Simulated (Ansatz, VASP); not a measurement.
**One calculation of CaO, two programs**

```xyz
2
Lattice="2.9302 0.0000 0.0000 0.0000 2.9032 0.0000 0.0000 0.0000 2.9032" Properties=species:S:1:pos:R:3 pbc="T T T"
Ca    0.0000    0.0000    0.0000
O     1.4651    1.4516    1.4516
```

Change from the starting cell: uniaxial_x strain +0.9%.

Alike in both runs: task single point; functional HSE06; k mesh 6 × 6 × 6; no spin polarisation.

|  | VASP | Ansatz |
| --- | --- | --- |
| version | VASP 6.6.1 | Ansatz 0.2.0 |
| potentials or method | VASP PAW PBE potentials, release 64 (Ca_sv, O) | plane waves, PAW |
| plane-wave cutoff (eV) | 520 | 420 |
| occupations | gaussian, width 0.01 eV | fixed |
| valence electrons in the cell | 16 | 16 |

VASP gave:

* gap on the k mesh at the Fermi level (eV): 4.44
* pressure (GPa): 0.1
* traceless stress, the component that is largest in VASP (GPa): -2.54

Which values does Ansatz return?

gap on the k mesh at the Fermi level (eV): 4.45; pressure (GPa): -0.6; traceless stress, the component that is largest in VASP (GPa): -2.53.

Ansatz's warnings: stress exchange threshold loose, stress scf threshold loose.
